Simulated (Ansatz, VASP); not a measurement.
## One calculation of GaSb, two programs

```xyz
2
Lattice="0.0000 3.1072 3.1072 3.1072 0.0000 3.1072 3.1072 3.1072 0.0000" Properties=species:S:1:pos:R:3 pbc="T T T"
Ga    0.0000    0.0000    0.0000
Sb    1.5536    1.5536    1.5536
```

Alike in both runs: task relaxation of cell and atoms; functional PBEsol; k mesh 11 × 11 × 11; occupations fermi-dirac, width 0.05 eV; no spin polarisation.

|  | VASP | Ansatz |
| --- | --- | --- |
| version | VASP 6.6.1 | Ansatz 0.2.0 |
| potentials or method | VASP PAW PBE potentials, release 64 (Ga_d, Sb) | PAW with Ansatz's default frozen-core files, scalar-relativistic |
| plane-wave cutoff (eV) | 600 | 420 |
| valence electrons in the cell | 18 | 28 |

```csv
,VASP,Ansatz,Ansatz less VASP
relaxed volume (Å³/atom),28.57,28.53,-0.041
relaxed cell length with the largest relative difference (Å),4.323,4.321,-0.0021
```

VASP's potentials were made for PBE, not for PBEsol. VASP's potentials hold 18 valence electrons a cell and Ansatz's 28, so a difference there can come from the potentials and not from the codes.

Spin-orbit coupling is off throughout.
